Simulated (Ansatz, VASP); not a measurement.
**BiSb2Se in VASP and in Ansatz**

Contents of INCAR:

```
SYSTEM = BiSb2Se
PREC     = Accurate       ! precision mode
ENCUT    = 520            ! plane-wave cutoff, eV
EDIFF    = 1E-7           ! SCF threshold, eV
ISMEAR   = 0              ! smearing method
SIGMA    = 0.1            ! smearing width, eV
LREAL    = .False.        ! projectors in reciprocal space
LASPH    = .True.         ! aspherical terms in the spheres
NELM     = 60             ! most SCF steps
ALGO     = Normal         ! electronic algorithm
ISIF     = 2              ! what is computed and relaxed
LWAVE    = .False.        ! write WAVECAR
LCHARG   = .False.        ! write CHGCAR
GGA      = PE             ! functional
NBANDS   = 24             ! bands
```

The input KPOINTS:

```
regular mesh
0
Gamma
  6 6 2
  0 0 0
```

The input POSCAR:

```
BiSb2Se
1.0
    3.9573750100      0.0000000000      0.0000000000
   -1.9786875000      3.4271872900      0.0000000000
    0.0000000000      0.0000000000      8.8243717800
Sb Bi Se
2 1 1
Direct
    0.0000000000      0.0000000000      0.1785369600
    0.0000000000      0.0000000000      0.8214630400
    0.0000000000      0.0000000000      0.5000000000
    0.0000000000      0.0000000000      0.0000000000
```

Input for Ansatz:

```yaml
crystal:
  lattice:
    - [3.95737501, 0.0, 0.0]
    - [-1.9786875, 3.42718729, 0.0]
    - [0.0, 0.0, 8.82437178]
  atoms:
    - { symbol: Sb, position: [0.0, 0.0, 0.17853696] }
    - { symbol: Sb, position: [0.0, 0.0, 0.82146304] }
    - { symbol: Bi, position: [0.0, 0.0, 0.5] }
    - { symbol: Se, position: [0.0, 0.0, 0.0] }
basis:
  ecutwfc: 420
kpoints:
  mp_grid: { grid: [6, 6, 2] }
hamiltonian:
  xc: pbe
scf:
  occupations: { method: gaussian, width: 0.1 }
  lower_state_search: "off"
output:
  forces: true
  stress: true
  eigenvalues: true
```

Alike in both runs: task single point; functional PBE; k mesh 6 × 6 × 2; occupations gaussian, width 0.1 eV; no spin polarisation.

|  | VASP | Ansatz |
| --- | --- | --- |
| version | VASP 6.6.1 | Ansatz 0.2.0 |
| potentials or method | VASP PAW PBE potentials, release 64 (Sb, Bi_d, Se), cutoff 520 eV | scalar-relativistic, plane waves, PAW |
| valence electrons in the cell | 31 | 61 |

|  | VASP | Ansatz | Ansatz less VASP |
| --- | --- | --- | --- |
| gap on the k mesh at the Fermi level (eV) | none | none | - |
| rms of the force components (eV/Å) | 36.067 | 32.824 | -3.2432 |

Atom by atom the forces differ by 3.243 eV/Å (rms over components). A gap of «none» marks a metal or a gap that the smearing closes. VASP's potentials hold 31 valence electrons a cell and Ansatz's 61, so a difference there can come from the potentials and not from the codes.

Neither program's run includes spin-orbit coupling.
